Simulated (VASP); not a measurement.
Runs of VASP 6.6.1 on Tl2H. The structure is that of space group Fd-3m (No. 227), or close to it. The cells are those of the table. 

```tsv
task	cell	k mesh	cutoff (eV)	gap on the mesh (eV)	pressure (GPa)	relaxed volume (Å³/atom)
single point	a = 7.341 Å, angles 60.0°, 6 atoms	6 × 6 × 6	520	none	0.0	-
single point	a = 7.267 Å, angles 60.0°, 6 atoms	4 × 4 × 4	520	none	0.2	-
relaxation of cell and atoms	relaxed from a = 6.256 Å, angles 60.0°, 6 atoms	4 × 4 × 4	600	none	-0.1	47.31
single point	a = 6.256 Å, angles 60.0°, 6 atoms	4 × 4 × 4	520	none	(a)	-
relaxation of cell and atoms	relaxed from a = 7.267 Å, angles 60.0°, 6 atoms	6 × 6 × 6	600	none	0.0	46.61
```

Alike in all rows: level PBE; potentials or basis VASP PAW PBE potentials, release 64 (Tl_d, H); no spin polarisation; smearing gaussian 0.1 eV.

Q: Estimate the missing entries.

A: (a) 11.0.

Caveats: spin-orbit coupling is left out, which moves the levels of the heavy elements; the volume moved by over 15 % at a fixed basis, so the end points are rough (some runs).

A k mesh can miss the band edges, and the runs leave out spin-orbit coupling on Tl.

A gap of «none» marks levels without a gap at the run's occupations.
